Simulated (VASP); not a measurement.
Al3Rh2:

```
Al Rh
1.0
     4.03141    0.00000    0.00000
    -2.01571    3.49131    0.00000
     0.00000    0.00000    4.95043
Al Rh
3 2
Direct
  0.00000 0.00000 0.74540
  0.00000 0.00000 0.25460
  0.66667 0.33333 0.00000
  0.66667 0.33333 0.50000
  0.33333 0.66667 0.00000
```

| Item | Value |
| --- | --- |
| Program | VASP 6.6.1 |
| Task | relaxation of cell and atoms |
| Functional | PBE |
| Potentials or basis | VASP PAW PBE potentials, release 64 (Al, Rh_pv) |
| Cutoff | 600 eV |
| k mesh | 6 × 6 × 4 |
| Occupations | gaussian, width 0.1 eV |
| Spin | no spin polarisation |

At the start: pressure 19.8 GPa; volume 13.94 Å³/atom.

Question: How do energy, volume and symmetry change on relaxing?

Answer: Over 7 steps the energy falls by 102.8 meV/atom and the volume is 15.64 Å³/atom (+12.2 %); space group P-6m2 (No. 187, to 0.05 Å).

Step by step:
```
step  energy change (eV)  largest force (eV/Å)  pressure (GPa)  volume (Å³)
   1              0.0000                0.6060           19.79        69.68
   2             -0.0304                0.0293          -13.01        88.50
   3             -0.4922                0.1690           -0.69        78.39
   4             -0.4924                0.1746           -0.38        78.20
   5             -0.5117                0.1096           -0.03        78.08
   6             -0.5137                0.0878            0.18        78.02
   7             -0.5141                0.0049           -0.15        78.20
```

Final structure:
```xyz
5
Lattice="4.1360 0.0000 0.0000 -2.0680 3.5818 0.0000 0.0000 0.0000 5.2789" Properties=species:S:1:pos:R:3 pbc="T T T"
Al    0.0000    0.0000    3.9025
Al    0.0000    0.0000    1.3765
Al    2.0680    1.1939    0.0000
Rh    2.0680    1.1939    2.6395
Rh    0.0000    2.3879    0.0000
```
